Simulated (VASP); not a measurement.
## HfO2: single point with LDA

Crystal: HfO2.

```
Hf O
1.0
     4.71527    0.00000    0.00000
     0.00000    4.71527    0.00000
     0.00000    0.00000    3.13998
Hf O
2 4
Direct
  0.00000 0.00000 0.00000
  0.50000 0.50000 0.50000
  0.19495 0.80505 0.50000
  0.30505 0.30505 0.00000
  0.69495 0.69495 0.00000
  0.80505 0.19495 0.50000
```

```yaml
Program: VASP 6.6.1
Task: single point
Functional: LDA
Potentials_or_basis: VASP PAW LDA potentials, release 64 (Hf_pv, O)
Cutoff: 520 eV
k_mesh: 4 × 4 × 6
Occupations: gaussian, width 0.01 eV
Spin: no spin polarisation
Dipole_correction: no
Further_INCAR_settings: ALGO = Normal; EDIFF = 1e-06; NBANDS = 31
```

```
Pressure               : 10.0 GPa
Largest force          : 0.135 eV/Å
Band gap on the k mesh : 4.01 eV, direct
```

Forces on the atoms (eV/Å):
```
Hf   0.000  0.000  0.000
Hf   0.000  0.000  0.000
O    0.095 -0.095  0.000
O   -0.095 -0.095  0.000
O    0.095  0.095  0.000
O   -0.095  0.095  0.000
```

Stress tensor (GPa, compression positive):
```
 9.04  0.00  0.00
 0.00  9.04  0.00
 0.00  0.00 11.78
```

Levels at points of the mesh, in eV from the valence-band top:
```csv
k point,band 20,band 21,band 22,band 23,band 24,band 25
"(0.00, 0.00, 0.00)",-0.48,-0.48,0.00,4.01,4.17,5.38
"(0.50, 0.00, 0.00)",-1.49,-0.73,-0.73,4.77,4.77,6.50
"(0.50, 0.50, 0.00)",-1.10,-0.78,-0.78,4.29,4.29,5.85
"(0.00, 0.00, 0.50)",-2.05,-0.93,-0.93,5.82,5.82,6.33
"(0.50, 0.00, 0.50)",-1.75,-0.99,-0.99,4.18,4.18,6.62
"(0.50, 0.50, 0.50)",-1.22,-0.48,-0.48,5.23,5.23,6.09
```

It took 41 s on 1 thread of Intel(R) Xeon(R) Platinum 8488C (Sapphire Rapids) (shared host), peak memory 0.17 GiB.

Caveat: spin-orbit coupling is left out, which moves the levels of the heavy elements. A k mesh can miss the band edges.
